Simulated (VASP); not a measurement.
## Si2Ni: single point with PBE

Crystal: Si2Ni.

```
Ni Si
1.0
     0.00000    2.70300    2.70300
     2.70300    0.00000    2.70300
     2.70300    2.70300    0.00000
Ni Si
1 2
Cartesian
  0.0000 0.0000 0.0000
  4.0545 4.0545 4.0545
  1.3515 1.3515 1.3515
```

```yaml
Program: VASP 6.6.1
Task: single point
Functional: PBE
Potentials_or_basis: VASP PAW PBE potentials, release 64 (Ni, Si)
Cutoff: 520 eV
k_mesh: 14 × 14 × 14
Occupations: methfessel-paxton, width 0.05 eV
Spin: collinear spin, ferromagnetic start
Starting_moments: "[1.0, 0.0, 0.0] μB"
Dipole_correction: no
Further_INCAR_settings: ALGO = Normal; EDIFF = 1e-06; NBANDS = 20
```

| Item | Value |
| --- | --- |
| Pressure | 3.3 GPa |
| Band gap on the k mesh | zero (filled and empty bands overlap) |
| Net moment | 0.00 μB per cell |
| Valence electrons inside the program's atomic spheres | Ni 9.81; Si 1.59 |

Levels at points of the mesh, in eV from the Fermi level:
Spin up:
```
           k point  band 7  band 8  band 9  band 10  band 11  band 12
(0.00, 0.00, 0.00)   -0.37    1.63    1.63     1.63     2.21     2.21
(0.50, 0.00, 0.00)   -3.39   -1.52   -1.52     1.72     1.74     1.74
(0.50, 0.50, 0.00)   -3.66   -3.50   -3.17    -0.49     1.35     7.66
```
Spin down:
| k point | band 5 | band 6 | band 7 | band 8 | band 9 | band 10 | band 11 | band 12 | band 13 | band 14 |
| --- | --- | --- | --- | --- | --- | --- | --- | --- | --- | --- |
| (0.00, 0.00, 0.00) | -3.57 | -3.57 | -0.37 | 1.63 | 1.63 | 1.63 | 2.21 | 2.21 | 2.21 | 4.65 |
| (0.50, 0.00, 0.00) | -3.77 | -3.39 | -3.39 | -1.52 | -1.52 | 1.72 | 1.74 | 1.74 | 2.54 | 9.14 |
| (0.50, 0.50, 0.00) | -4.60 | -3.66 | -3.66 | -3.50 | -3.17 | -0.49 | 1.35 | 7.66 | 8.24 | 8.24 |

Run time: 4.4 min on 1 thread of Intel Xeon 8259CL, with other jobs on the host, peak memory 0.26 GiB.

Caveat: the cell stands under pressure; the moments typed at the start vanished in this run.
